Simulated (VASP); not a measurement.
# BAs (hb.bA) (F-43m) in VASP: a series of runs

Runs on BAs (hb.bA). Level: PBE. Tasks: single point, relaxation of cell and atoms.

Everything below comes from runs of VASP 6.6.1. Logs are shortened: lines on timing, memory, paths and dates and some standing lists are left out, and cuts for length are marked.

## Step 1: The cell of the first run

It takes space group F-43m (No. 216, cubic). Conventional cell: a = 4.809 Å, b = 4.809 Å, c = 4.809 Å, α = 90.00°, β = 90.00°, γ = 90.00°. Within 2.8 Å of B (site symmetry -43m) lie 4 As at 2.08 Å. As (site symmetry -43m) has 4 B at 2.08 Å within 2.8 Å.

## Step 2: Single point, PBE

INCAR

```
  PREC = Accurate
  ENCUT = 500
  EDIFF = 1E-6
  ISMEAR = 0
  SIGMA = 0.02
  LREAL = F
  LASPH = T
  NELM = 120
  ALGO = Normal
  ISIF = 2
  LWAVE = F
  LCHARG = F
  GGA = PE
  NBANDS = 11
  GGA_COMPAT = F
```

KPOINTS

```
regular mesh
0
Gamma
  10 10 10
```

POSCAR

```
BAs
1.0
    0.0000000000      2.4045448513      2.4045448513
    2.4045448513      0.0000000000      2.4045448513
    2.4045448513      2.4045448513      0.0000000000
B As
1 1
Direct
    0.0000000000      0.0000000000      0.0000000000
    0.2500000000      0.2500000000      0.2500000000
```

Potentials or basis: VASP PAW PBE potentials, release 64 (B, As).

Command:

```
> cat potpaw_PBE.64/B/POTCAR potpaw_PBE.64/As/POTCAR > POTCAR
> mpirun -np 1 vasp_std > vasp.out
```

OUTCAR:

```text
PREC = Accurate
   ENCUT = 500
   EDIFF = 1E-6
   ISMEAR = 0
   LREAL = F
   LASPH = T
   NELM = 120
   ISIF = 2
   GGA = PE

 ion  position               nearest neighbor table
   1  0.000  0.000  0.000-   2 2.08   2 2.08   2 2.08   2 2.08
   2  0.250  0.250  0.250-   1 2.08   1 2.08   1 2.08   1 2.08

  LATTYP: Found a face centered cubic cell.
 ALAT       =     4.8090897026

  Lattice vectors:

 A1 = (   0.0000000000,   2.4045448513,   2.4045448513)
 A2 = (   2.4045448513,   0.0000000000,   2.4045448513)
 A3 = (   2.4045448513,   2.4045448513,   0.0000000000)

Analysis of symmetry for initial positions (statically):
=====================================================================
 Subroutine PRICEL returns:
 Original cell was already a primitive cell.

 Routine SETGRP: Setting up the symmetry group for a
 face centered cubic supercell.

 Subroutine GETGRP returns: Found 24 space group operations
 (whereof 24 operations were pure point group operations)
 out of a pool of 48 trial point group operations.

The static configuration has the point symmetry T_d .

Analysis of symmetry for dynamics (positions and initial velocities):
=====================================================================
 Subroutine PRICEL returns:
 Original cell was already a primitive cell.

 Routine SETGRP: Setting up the symmetry group for a
 face centered cubic supercell.

 Subroutine GETGRP returns: Found 24 space group operations
 (whereof 24 operations were pure point group operations)
 out of a pool of 48 trial point group operations.

The dynamic configuration has the point symmetry T_d .

 Subroutine INISYM returns: Found 24 space group operations
 (whereof 24 operations are pure point group operations),
 and found     1 'primitive' translations

----------------------------------------------------------------------------------------

                                     Primitive cell

  volume of cell :      27.8054

  direct lattice vectors                    reciprocal lattice vectors
     0.000000000  2.404544851  2.404544851    -0.207939561  0.207939561  0.207939561
     2.404544851  0.000000000  2.404544851     0.207939561 -0.207939561  0.207939561
     2.404544851  2.404544851  0.000000000     0.207939561  0.207939561 -0.207939561

  length of vectors
     3.400539940  3.400539940  3.400539940     0.360161884  0.360161884  0.360161884

  position of ions in fractional coordinates (direct lattice)
     0.000000000  0.000000000  0.000000000
     0.250000000  0.250000000  0.250000000

  ion indices of the primitive-cell ions
   primitive index   ion index
                 1           1
                 2           2

----------------------------------------------------------------------------------------

 KPOINTS: regular mesh

Automatic generation of k-mesh.
 Grid dimensions read from file:
 generate k-points for:   10   10   10

 Generating k-lattice:

  Cartesian coordinates                     Fractional coordinates (reciprocal lattice)
    -0.020793956  0.020793956  0.020793956     0.100000000  0.000000000  0.000000000
     0.020793956 -0.020793956  0.020793956     0.000000000  0.100000000  0.000000000
     0.020793956  0.020793956 -0.020793956     0.000000000  0.000000000  0.100000000

  Length of vectors
     0.036016188  0.036016188  0.036016188

  Shift w.r.t. Gamma in fractional coordinates (k-lattice)
     0.000000000  0.000000000  0.000000000

 Subroutine IBZKPT returns following result:
 ===========================================

 Found     47 irreducible k-points:

 Following reciprocal coordinates:
            Coordinates               Weight
  0.000000  0.000000  0.000000      1.000000
  0.100000  0.000000  0.000000      8.000000
  0.200000  0.000000  0.000000      8.000000
  0.300000  0.000000  0.000000      8.000000
  0.400000  0.000000  0.000000      8.000000
  0.500000  0.000000  0.000000      4.000000
[... 16 lines left out ...]
  0.300000  0.300000  0.000000      6.000000
  0.400000  0.300000  0.000000     24.000000
 [... further k-points ...]
   k-points           NKPTS =     47   k-points in BZ     NKDIM =     47   number of bands    NBANDS=     11
   number of dos      NEDOS =    301   number of ions     NIONS =      2
   total plane-waves  NPLWV =  21952
   dimension x,y,z NGX =    28 NGY =   28 NGZ =   28
   dimension x,y,z NGXF=    56 NGYF=   56 NGZF=   56
   ions per type =               1   1
   NGX,Y,Z   is equivalent  to a cutoff of  13.69, 13.69, 13.69 a.u.
   NGXF,Y,Z  is equivalent  to a cutoff of  27.38, 27.38, 27.38 a.u.
 SYSTEM =  unknown system
   PREC   = accura    normal or accurate (medium, high low for compatibility)
   ISTART =      0    job   : 0-new  1-cont  2-samecut
   ICHARG =      2    charge: 1-file 2-atom 10-const
   ISPIN  =      1    spin polarized calculation?
   LNONCOLLINEAR =      F non collinear calculations
   LSORBIT =      F    spin-orbit coupling
   LASPH  =      T    aspherical Exc in radial PAW
   ENCUT  =  500.0 eV  36.75 Ry    6.06 a.u.   6.20  6.20  6.20*2*pi/ulx,y,z
   NELM   =    120;   NELMIN=  2; NELMDL= -5     # of ELM steps
   EDIFF  = 0.1E-05   stopping-criterion for ELM
   LREAL  =      F    real-space projection
   EDIFFG = 0.1E-04   stopping-criterion for IOM
   NSW    =      0    number of steps for IOM
   IBRION =     -1    ionic relax: 0-MD 1-quasi-New 2-CG
   NFREE  =      0    steps in history (QN), initial steepest desc. (CG)
   ISIF   =      2    stress and relaxation
   ISYM   =      2    0-nonsym 1-usesym 2-fastsym
   POTIM  = 0.5000    time-step for ionic-motion
   TEBEG  =    0.0;   TEEND  =   0.0 temperature during run
   PSTRESS=    0.0 pullay stress
   NELECT =       8.0000    total number of electrons
   NUPDOWN=      -1.0000    fix difference up-down
   EMIN   =  10.00;   EMAX   =-10.00  energy-range for DOS
   EFERMI =   0.00;   METHOD = LEGACY
   ISMEAR =     0;   SIGMA  =   0.02  broadening in eV -4-tet -1-fermi 0-gaus
   EFERMI_NEDOS =   21; number of points for ismear=-14 and -15
   IALGO  =     38    algorithm
   IMIX   =      4    mixing-type and parameters
     AMIX     =   0.40;   BMIX     =  1.00
     AMIX_MAG =   1.60;   BMIX_MAG =  1.00
  volume/ion in A,a.u.               =      13.90        93.82
  Fermi-wavevector in a.u.,A,eV,Ry     =   1.080758  2.042337 15.892131  1.168039
  Thomas-Fermi vector in A             =   2.216758
   LORBIT       =      0    0 simple, 1 ext, 2 COOP (PROOUT), +10 PAW based schemes
   GGA     = PE    functional components
   LHFCALC =     F    Hartree Fock is set to
   AEXX    =    0.0000 exact exchange contribution
   IVDW    =     0    specifies the selected vdW correction
   LEPSILON=     F    determine dielectric tensor
   LRPA    =     F    only Hartree local field effects (RPA)
 non-spin polarized calculation
 Gauss-broadening in eV      SIGMA  =   0.02
  energy-cutoff  :      500.00
  volume of cell :       27.81
 maximum number of plane-waves:       725
 NGX is ok and might be reduce to    28
   NGX = 13   NGY = 13   NGZ = 13

 number of electron       8.0000000 magnetization

 Free energy of the ion-electron system (eV)
  ---------------------------------------------------
  ext. energy  EPLUGINS =         0.00000000
  ---------------------------------------------------
  free energy    TOTEN  =       -11.41314885 eV

  energy without entropy =      -11.41314885  energy(sigma->0) =      -11.41314885

 E-fermi :   6.0352     XC(G=0): -10.4974

 val. band max:        5.9065131521   @ k =   0.0000   0.0000   0.0000
 cond. band min:       7.1025555437   @ k =   0.4000   0.4000   0.0000
 fundamental gap:      1.1960423917
 Fermi energy:         6.0351551840

 k-point     1 :       0.0000    0.0000    0.0000
  band No.  band energies     occupation
      1      -9.3130      2.00000
      2       5.9065      2.00000
      3       5.9065      2.00000
      4       5.9065      2.00000
      5       9.1581      0.00000
      6       9.1581      0.00000
      7       9.1581      0.00000
      8      10.3393      0.00000
      9      15.3928      0.00000
     10      18.7763      0.00000
     11      18.7763      0.00000

 k-point     2 :       0.1000    0.0000    0.0000
  band No.  band energies     occupation
      1      -9.1518      2.00000
      2       4.5227      2.00000
      3       5.6119      2.00000
      4       5.6119      2.00000
      5       9.2612      0.00000
      6       9.5468      0.00000
      7       9.5468      0.00000
      8      11.2587      0.00000
      9      16.0237      0.00000
     10      17.7336      0.00000
     11      17.7336      0.00000

 k-point     3 :       0.2000    0.0000    0.0000
  band No.  band energies     occupation
      1      -8.6768      2.00000
      2       2.1899      2.00000
      3       5.0486      2.00000
      4       5.0486      2.00000
      5       9.0158      0.00000
      6      10.2531      0.00000
      7      10.2531      0.00000
      8      12.9242      0.00000
      9      17.0191      0.00000
     10      17.0239      0.00000
     11      17.0239      0.00000

 k-point     4 :       0.3000    0.0000    0.0000
  band No.  band energies     occupation
      1      -7.9251      2.00000
      2      -0.0636      2.00000
      3       4.5493      2.00000
      4       4.5493      2.00000
      5       8.7335      0.00000
      6      10.6594      0.00000
      7      10.6594      0.00000
      8      14.2401      0.00000
      9      17.1384      0.00000
     10      17.4524      0.00000
     11      17.4524      0.00000
[... 239 lines left out ...]
 k-point    22 :      -0.2000    0.2000    0.0000
  band No.  band energies     occupation
      1      -7.6669      2.00000
      2       0.4883      2.00000
      3       1.9179      2.00000
      4       4.6378      2.00000
      5       9.7636      0.00000
      6      10.9714      0.00000
      7      11.8343      0.00000
      8      12.8130      0.00000
      9      15.7626      0.00000
     10      18.4026      0.00000
     11      19.8806      0.00000

 k-point    23 :       0.3000    0.3000    0.0000
  band No.  band energies     occupation
      1      -7.4346      2.00000
      2       0.7213      2.00000
      3       2.7844      2.00000
      4       2.7844      2.00000
      5       7.3160      0.00000
      6       9.5520      0.00000
      7      14.2333      0.00000
      8      14.2333      0.00000
      9      16.7262      0.00000
     10      20.7416      0.00000
     11      20.8974      0.00000

 k-point    24 :       0.4000    0.3000    0.0000
  band No.  band energies     occupation
      1      -6.7236      2.00000
      2      -0.4976      2.00000
      3       2.0131      2.00000
      4       2.4928      2.00000
      5       7.6131      0.00000
      6       9.2947      0.00000
      7      14.6002      0.00000
      8      14.8437      0.00000
      9      17.7856      0.00000
     10      21.4686      0.00000
     11      21.6479      0.00000

 [... further k-points ...]

------------------------ aborting loop because EDIFF is reached ----------------------------------------

  FORCE on cell =-STRESS in cart. coord.  units (eV):
  Direction    XX          YY          ZZ          XY          YZ          ZX
  --------------------------------------------------------------------------------------
  -------------------------------------------------------------------------------------
  Total        0.1064520      0.1064520      0.1064520     -0.0000000      0.0000000     -0.0000000
  in kB        6.1338872      6.1338872      6.1338872     -0.0000000      0.0000000     -0.0000000
  external PRESSURE =       6.1338872 kB  Pullay stress =       0.0000000 kB

 VOLUME and BASIS-vectors are now :
 -----------------------------------------------------------------------------
  energy-cutoff  :      500.00
  volume of cell :       27.81
      direct lattice vectors                 reciprocal lattice vectors
     0.000000000  2.404544851  2.404544851    -0.207939561  0.207939561  0.207939561
     2.404544851  0.000000000  2.404544851     0.207939561 -0.207939561  0.207939561
     2.404544851  2.404544851  0.000000000     0.207939561  0.207939561 -0.207939561

 POSITION                                       TOTAL-FORCE (eV/Angst)
 -----------------------------------------------------------------------------------
      0.00000      0.00000      0.00000        -0.000000     -0.000000      0.000000
      1.20227      1.20227      1.20227         0.000000      0.000000     -0.000000
 -----------------------------------------------------------------------------------
    total drift:                               -0.000000     -0.000000     -0.000000

  FREE ENERGIE OF THE ION-ELECTRON SYSTEM (eV)
  ---------------------------------------------------
  free  energy   TOTEN  =       -11.4131488491 eV

  energy  without entropy=      -11.4131488491  energy(sigma->0) =      -11.41314885
```

It took 35 s on 1 thread of Intel Xeon 8259CL, shared host; peak memory 0.16 GiB.

What came out:

| Property | Result |
| --- | --- |
| Free energy | -11.4131 eV |
| Pressure | 0.6 GPa |
| Band gap on the k mesh | 1.20 eV, indirect (least direct gap 3.25 eV) |

A k mesh can miss the band edges. PBE gaps usually lie below the measured ones, often by a third to a half.

## Step 3: Relaxation of cell and atoms, PBE

This run uses another cell than the first one, of 13.57 Å³/atom, 0.976 times its volume.

INCAR

```
PREC = Accurate ; ENCUT = 500
EDIFF = 1E-7 ; ISMEAR = 0
SIGMA = 0.02 ; LREAL = False
LASPH = True ; NELM = 120
ALGO = Normal ; ISIF = 3
LWAVE = False ; LCHARG = False
GGA = PE ; IBRION = 2
NSW = 100 ; EDIFFG = -0.002
GGA_COMPAT = False ; NELMIN = 4
```

KPOINTS is that of step 2.

POSCAR

```
BAs
1.0
    0.0000000000      2.3850000000      2.3850000000
    2.3850000000      0.0000000000      2.3850000000
    2.3850000000      2.3850000000      0.0000000000
B As
1 1
Direct
    0.0000000000      0.0000000000      0.0000000000
    0.2500000000      0.2500000000      0.2500000000
```

Potentials or basis: VASP PAW PBE potentials, release 64 (B, As).

Command:

```
> cat potpaw_PBE.64/B/POTCAR potpaw_PBE.64/As/POTCAR > POTCAR
> mpirun -np 1 vasp_std > vasp.out
```

OUTCAR:

```text
PREC = Accurate
   ENCUT = 500
   EDIFF = 1E-7
   ISMEAR = 0
   LREAL = False
   LASPH = True
   NELM = 120
   ISIF = 3
   GGA = PE
   IBRION = 2
   NSW = 100
   EDIFFG = -0.002
   NELMIN = 4

 ion  position               nearest neighbor table
   1  0.000  0.000  0.000-   2 2.07   2 2.07   2 2.07   2 2.07
   2  0.250  0.250  0.250-   1 2.07   1 2.07   1 2.07   1 2.07

  LATTYP: Found a face centered cubic cell.
 ALAT       =     4.7700000000

  Lattice vectors:

 A1 = (   0.0000000000,   2.3850000000,   2.3850000000)
 A2 = (   2.3850000000,   0.0000000000,   2.3850000000)
 A3 = (   2.3850000000,   2.3850000000,   0.0000000000)

Analysis of symmetry for initial positions (statically):
=====================================================================
 Subroutine PRICEL returns:
 Original cell was already a primitive cell.
[... 259 lines left out ...]
 Fermi energy:         5.9583738012

 k-point     1 :       0.0000    0.0000    0.0000
  band No.  band energies     occupation
      1      -9.3218      2.00000
      2       5.8563      2.00000
      3       5.8563      2.00000
      4       5.8563      2.00000
      5       9.1022      0.00000
      6       9.1022      0.00000
      7       9.1022      0.00000
      8      10.2309      0.00000
[... 243 lines left out ...]
 k-point    24 :       0.4000    0.3000    0.0000
  band No.  band energies     occupation
      1      -6.7451      2.00000
      2      -0.5356      2.00000
      3       1.9819      2.00000
      4       2.4591      2.00000
      5       7.5653      0.00000
      6       9.2426      0.00000
      7      14.5176      0.00000
      8      14.7634      0.00000

 [... further k-points ...]

------------------------ aborting loop because EDIFF is reached ----------------------------------------

  FORCE on cell =-STRESS in cart. coord.  units (eV):
  Direction    XX          YY          ZZ          XY          YZ          ZX
  --------------------------------------------------------------------------------------
  -------------------------------------------------------------------------------------
  Total        0.0008750      0.0008750      0.0008750     -0.0000000     -0.0000000      0.0000000
  in kB        0.0501832      0.0501832      0.0501832     -0.0000000     -0.0000000      0.0000000
  external PRESSURE =       0.0501832 kB  Pullay stress =       0.0000000 kB
[... 17 lines left out ...]
  FREE ENERGIE OF THE ION-ELECTRON SYSTEM (eV)
  ---------------------------------------------------
  free  energy   TOTEN  =       -11.4132495464 eV

  energy  without entropy=      -11.4132495464  energy(sigma->0) =      -11.41324955

 reached required accuracy - stopping structural energy minimisation
```

Wall time 58 s (1 thread of Intel Xeon 8259CL, shared host); peak memory 0.16 GiB.

What came out:

- Free energy: -11.4132 eV
- Relaxed volume: 13.97 Å³/atom
- Relaxed cell: a = 3.406 Å, b = 3.406 Å, c = 3.406 Å, α = 60.00°, β = 60.00°, γ = 60.00°
- Space group after relaxing (to 0.05 Å): F-43m (No. 216)
- Energy gained by relaxing: 5.0 meV/atom
- Ionic steps: 3
- Pressure after relaxing: 0.0 GPa
- Band gap on the k mesh: 1.20 eV, indirect (least direct gap 3.25 eV)

The path:
```tsv
step	energy change (eV)	largest force (eV/Å)	pressure (GPa)	volume (Å³)
1	0.0000	0.0000	4.08	27.13
2	-0.0052	0.0000	-2.59	28.51
3	-0.0099	0.0000	0.01	27.93
```

Final structure:
```
B As
1.0
     0.00000    2.40826    2.40826
     2.40826    0.00000    2.40826
     2.40826    2.40826    0.00000
B As
1 1
Direct
  0.00000 0.00000 0.00000
  0.25000 0.25000 0.25000
```

Levels at points of the mesh, in eV from the valence-band top:
```
           k point  band 1  band 2  band 3  band 4  band 5  band 6  band 7  band 8
(0.00, 0.00, 0.00)  -15.18    0.00    0.00    0.00    3.25    3.25    3.25    4.37
(0.50, 0.00, 0.00)  -12.40   -8.61   -1.78   -1.78    2.55    4.75    4.75    8.82
(0.50, 0.50, 0.00)  -11.12   -8.39   -3.98   -3.98    1.46    1.46   11.13   11.13
```

A k mesh can miss the band edges. A hybrid or GW would open this gap; PBE tends to underestimate it.
